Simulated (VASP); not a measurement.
# V (I4/mmm) in VASP: single point with PBEsol

Aim: the single point of V with PBEsol.

All numbers are computed with VASP 6.6.1; they aren't measurements. Logs are shortened: lines on timing, memory, paths and dates and some standing lists are left out, and cuts for length are marked.

### Step 1. The cell of the first run

Symmetry: I4/mmm, No. 139, tetragonal system. Conventional cell: a = 3.056 Å, b = 3.056 Å, c = 3.026 Å, α = 90.00°, β = 90.00°, γ = 90.00°. Within 3.5 Å of V (site symmetry 4/mmm) lie 14 V at 2.64 to 3.06 Å.

### Step 2. Single point, PBEsol, collinear spin, ferromagnetic start (equal xx and yy strain of +1 %)

Input file INCAR:

```
PREC = Accurate ; ENCUT = 520
EDIFF = 1E-6 ; ISMEAR = -1
SIGMA = 0.03 ; LREAL = False
LASPH = True ; NELM = 150
ALGO = Normal ; ISIF = 2
LWAVE = False ; LCHARG = False
ISPIN = 2 ; MAGMOM = 1.5
LORBIT = 11 ; LMAXMIX = 4
GGA = PS ; NBANDS = 16
```

Input file KPOINTS:

```
Automatic mesh
0
Gamma
  19 19 19
```

Input file POSCAR:

```
V
1.0
   -1.5281300000      1.5281300000      1.5130000000
    1.5281300000     -1.5281300000      1.5130000000
    1.5281300000      1.5281300000     -1.5130000000
V
1
Direct
    0.0000000000      0.0000000000      0.0000000000
```

Potentials or basis: VASP PAW PBE potentials, release 64 (V_sv).

Started as:

```
$ cat potpaw_PBE.64/V_sv/POTCAR > POTCAR
$ mpirun -np 1 vasp_std > vasp.out
```

OUTCAR:

```text
PREC = Accurate
   ENCUT = 520
   EDIFF = 1E-6
   ISMEAR = -1
   LREAL = False
   LASPH = True
   NELM = 150
   ISIF = 2
   ISPIN = 2
   LORBIT = 11
   GGA = PS

 ion  position               nearest neighbor table
   1  0.000  0.000  0.000-

  LATTYP: Found a body centered tetragonal cell.
 ALAT       =     3.0562600000
 C/A-ratio  =     0.9900990099

  Lattice vectors:

 A1 = (  -1.5281300000,   1.5281300000,   1.5130000000)
 A2 = (   1.5281300000,  -1.5281300000,   1.5130000000)
 A3 = (   1.5281300000,   1.5281300000,  -1.5130000000)

Analysis of symmetry for initial positions (statically):
=====================================================================
 Subroutine PRICEL returns:
 Original cell was already a primitive cell.

 Routine SETGRP: Setting up the symmetry group for a
 body centered tetragonal supercell.

 Subroutine GETGRP returns: Found 16 space group operations
 (whereof 16 operations were pure point group operations)
 out of a pool of 16 trial point group operations.

The static configuration has the point symmetry D_4h.

Analysis of symmetry for dynamics (positions and initial velocities):
=====================================================================
 Subroutine PRICEL returns:
 Original cell was already a primitive cell.

 Routine SETGRP: Setting up the symmetry group for a
 body centered tetragonal supercell.

 Subroutine GETGRP returns: Found 16 space group operations
 (whereof 16 operations were pure point group operations)
 out of a pool of 16 trial point group operations.

The dynamic configuration has the point symmetry D_4h.

Analysis of structural, dynamic, and magnetic symmetry:
=====================================================================
 Subroutine PRICEL returns:
 Original cell was already a primitive cell.

 Routine SETGRP: Setting up the symmetry group for a
 body centered tetragonal supercell.

 Subroutine GETGRP returns: Found 16 space group operations
 (whereof 16 operations were pure point group operations)
 out of a pool of 16 trial point group operations.

The overall configuration has the point symmetry D_4h.

 Subroutine INISYM returns: Found 16 space group operations
 (whereof 16 operations are pure point group operations),
 and found     1 'primitive' translations

----------------------------------------------------------------------------------------

                                     Primitive cell

  volume of cell :      14.1325

  direct lattice vectors                    reciprocal lattice vectors
    -1.528130000  1.528130000  1.513000000     0.000000000  0.327197293  0.330469266
[... 101 lines left out ...]
   IALGO  =     38    algorithm
   IMIX   =      4    mixing-type and parameters
     AMIX     =   0.40;   BMIX     =  1.00
     AMIX_MAG =   1.60;   BMIX_MAG =  1.00
  volume/ion in A,a.u.               =      14.13        95.37
  Fermi-wavevector in a.u.,A,eV,Ry     =   1.592146  3.008719 34.489783  2.534928
  Thomas-Fermi vector in A             =   2.690576
   LORBIT       =     11    0 simple, 1 ext, 2 COOP (PROOUT), +10 PAW based schemes
   GGA     = PS    functional components
   LHFCALC =     F    Hartree Fock is set to
   AEXX    =    0.0000 exact exchange contribution
   IVDW    =     0    specifies the selected vdW correction
   LEPSILON=     F    determine dielectric tensor
   LRPA    =     F    only Hartree local field effects (RPA)
 spin polarized calculation
  energy-cutoff  :      520.00
  volume of cell :       14.13
 maximum number of plane-waves:       394
   NGX =  9   NGY =  9   NGZ =  9

 number of electron      13.0000002 magnetization       0.0004292

 Free energy of the ion-electron system (eV)
  ---------------------------------------------------
  ext. energy  EPLUGINS =         0.00000000
  ---------------------------------------------------
  free energy    TOTEN  =        -9.58066323 eV

  energy without entropy =       -9.57500756  energy(sigma->0) =       -9.57783539

 E-fermi :   8.9714     XC(G=0): -12.7961

 val. band max:        8.9691818976   @ k =  -0.2105   0.3684   0.1053
 cond. band min:       8.9717316677   @ k =  -0.1579  -0.3158   0.1579
 fundamental gap:      0.0025497701
 Fermi energy:         8.9714246734

 spin component 1

 k-point     1 :       0.0000    0.0000    0.0000
  band No.  band energies     occupation
      1     -54.5578      1.00000
      2     -28.0316      1.00000
      3     -28.0316      1.00000
      4     -28.0308      1.00000
      5       2.4896      1.00000
      6       9.3291      0.00001
[... 435 lines left out ...]
      5       4.4703      1.00000
      6       8.6459      0.99998
[... 8 lines left out ...]
     15      35.1810      0.00000
     16      35.3242      0.00000

 [... further k-points ...]

 spin component 2

 k-point     1 :       0.0000    0.0000    0.0000
  band No.  band energies     occupation
      1     -54.5575      1.00000
      2     -28.0312      1.00000
      3     -28.0312      1.00000
      4     -28.0305      1.00000
      5       2.4899      1.00000
      6       9.3295      0.00001
[... 435 lines left out ...]
      5       4.4705      1.00000
      6       8.6463      0.99998
[... 8 lines left out ...]
     15      35.1813      0.00000
     16      35.3245      0.00000

 [... further k-points ...]

------------------------ aborting loop because EDIFF is reached ----------------------------------------

  FORCE on cell =-STRESS in cart. coord.  units (eV):
  Direction    XX          YY          ZZ          XY          YZ          ZX
  --------------------------------------------------------------------------------------
  -------------------------------------------------------------------------------------
  Total       -1.3131739     -1.3131739     -1.2109413      0.0000000      0.0000000      0.0000000
  in kB     -148.8720963   -148.8720963   -137.2821800      0.0000000      0.0000000      0.0000000
  external PRESSURE =    -145.0087909 kB  Pullay stress =       0.0000000 kB

 VOLUME and BASIS-vectors are now :
 -----------------------------------------------------------------------------
  energy-cutoff  :      520.00
  volume of cell :       14.13
      direct lattice vectors                 reciprocal lattice vectors
    -1.528130000  1.528130000  1.513000000     0.000000000  0.327197293  0.330469266
     1.528130000 -1.528130000  1.513000000     0.327197293  0.000000000  0.330469266
     1.528130000  1.528130000 -1.513000000     0.327197293  0.327197293  0.000000000

 POSITION                                       TOTAL-FORCE (eV/Angst)
 -----------------------------------------------------------------------------------
      0.00000      0.00000      0.00000         0.000000      0.000000     -0.000000
 -----------------------------------------------------------------------------------
    total drift:                                0.000000     -0.000000      0.000000

  FREE ENERGIE OF THE ION-ELECTRON SYSTEM (eV)
  ---------------------------------------------------
  free  energy   TOTEN  =        -9.5806632330 eV

  energy  without entropy=       -9.5750075569  energy(sigma->0) =       -9.57783539

 total charge

# of ion       s       p       d       tot
------------------------------------------
    1        2.330   6.208   3.040  11.577

 magnetization (x)

# of ion       s       p       d       tot
------------------------------------------
    1        0.000   0.000   0.000   0.000
```

OSZICAR:

```text
N       E                     dE             d eps       ncg     rms          rms(c)
DAV:   1     0.928251559184E+02    0.92825E+02   -0.64552E+03 35536   0.882E+02
DAV:   2    -0.938746621888E+01   -0.10221E+03   -0.98179E+02 38384   0.271E+02
DAV:   3    -0.109246373736E+02   -0.15372E+01   -0.15350E+01 40208   0.362E+01
DAV:   4    -0.109307859504E+02   -0.61486E-02   -0.61485E-02 41304   0.242E+00
DAV:   5    -0.109308409731E+02   -0.55023E-04   -0.55022E-04 40544   0.213E-01    0.190E+01
DAV:   6    -0.957948084294E+01    0.13514E+01   -0.19310E+00 35896   0.236E+01    0.195E+00
DAV:   7    -0.958469061989E+01   -0.52098E-02   -0.84507E-02 38912   0.266E+00    0.142E+00
DAV:   8    -0.958242039224E+01    0.22702E-02   -0.53244E-03 39264   0.848E-01    0.835E-01
DAV:   9    -0.958042120012E+01    0.19992E-02   -0.14099E-03 40360   0.446E-01    0.157E-01
DAV:  10    -0.958064148174E+01   -0.22028E-03   -0.53021E-04 38840   0.209E-01    0.380E-02
DAV:  11    -0.958065870226E+01   -0.17221E-04   -0.30952E-05 41048   0.533E-02    0.155E-02
DAV:  12    -0.958066322738E+01   -0.45251E-05   -0.36446E-06 37328   0.198E-02    0.462E-03
DAV:  13    -0.958066323301E+01   -0.56248E-08   -0.57290E-08 19208   0.309E-03
   1 F= -.95806632E+01 E0= -.95778354E+01  d E =-.565568E-02  mag=     0.0003
```

stdout:

```text
POSCAR found type information on POSCAR V
 POSCAR found :  1 types and       1 ions
 scaLAPACK will be used
 -----------------------------------------------------------------------------
|                                                                             |
|                                                                             |
|     You enforced a specific xc type in the INCAR file but a different       |
|     I HOPE YOU KNOW WHAT YOU ARE DOING!                                     |
|                                                                             |
 -----------------------------------------------------------------------------

 LDA part: xc-table for (Slater+PW92), standard interpolation
 POSCAR, INCAR and KPOINTS ok, starting setup
 FFT: planning ... GRIDC
 FFT: planning ... GRID_SOFT
 FFT: planning ... GRID
 WAVECAR not read
 entering main loop
```

Wall time 85 s (1 thread of AMD EPYC 9R45 (Zen 5), shared host); peak memory 0.24 GiB.

What came out:

| Quantity | Value |
| --- | --- |
| Free energy | -9.5807 eV |
| Pressure | -14.5 GPa |
| Net moment | 0.00 μB per cell |
| Valence electrons inside the program's atomic spheres | V 11.58 |

Stress tensor (GPa, compression positive):
```
-14.89   0.00   0.00
  0.00 -14.89   0.00
  0.00   0.00 -13.73
```

Levels at points of the mesh, in eV from the Fermi level:
Spin up:
```csv
k point,band 5,band 6,band 7,band 8,band 9,band 10
"(0.00, 0.00, 0.00)",-6.48,0.36,0.43,0.43,2.25,2.33
```
Spin down:
```tsv
k point	band 5	band 6	band 7	band 8	band 9	band 10
(0.00, 0.00, 0.00)	-6.48	0.36	0.43	0.43	2.25	2.33
```

Caveat: the cell differs from its parent crystal (equal xx and yy strain of +1 %); the cell stands under tension; the PAW data sets were made with another functional, which shifts forces and pressure a little.
